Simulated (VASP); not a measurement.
Write the native input for VASP 6.6.1 that does the following.

| Item | Value |
| --- | --- |
| Task | single point |
| Functional | PBE |
| Potentials or basis | VASP PAW PBE potentials, release 64 (Bi_d) |
| Cutoff | 520 eV |
| k mesh | 14 × 14 × 14 |
| Occupations | fermi-dirac, width 0.05 eV |
| Spin | no spin polarisation |
| Dipole correction | no |
| Further INCAR settings | ALGO = Normal; EDIFF = 1e-07; NBANDS = 14 |

The structure of Bi lies in POSCAR:

```
Bi
1.0
    0.0000000000      2.1222239900      2.1222239900
    2.1222239900      0.0000000000      2.1222239900
    2.1222239900      2.1222239900      0.0000000000
Bi
1
Direct
    0.0000000000      0.0000000000      0.0000000000
```

This cell differs from its parent crystal: volume scaled by 0.6.

These files were run (other wordings do the same):

INCAR

```
  PREC = Accurate
  ENCUT = 520
  EDIFF = 1E-7
  ISMEAR = -1
  SIGMA = 0.05
  LREAL = F
  LASPH = T
  NELM = 60
  ALGO = Normal
  ISIF = 2
  LWAVE = F
  LCHARG = F
  GGA = PE
  NBANDS = 14
```

KPOINTS

```
regular mesh
0
Gamma
  14 14 14
```

Potentials or basis: VASP PAW PBE potentials, release 64 (Bi_d).

Command:

```console
$ cat potpaw_PBE.64/Bi_d/POTCAR > POTCAR
$ mpirun -np 1 vasp_std > vasp.out
```

Results of the run:

- Pressure: 85.2 GPa

It took 42 s on 1 thread of Intel(R) Xeon(R) Platinum 8375C CPU @ 2.90GHz (Ice Lake) (shared host), peak memory 0.15 GiB.
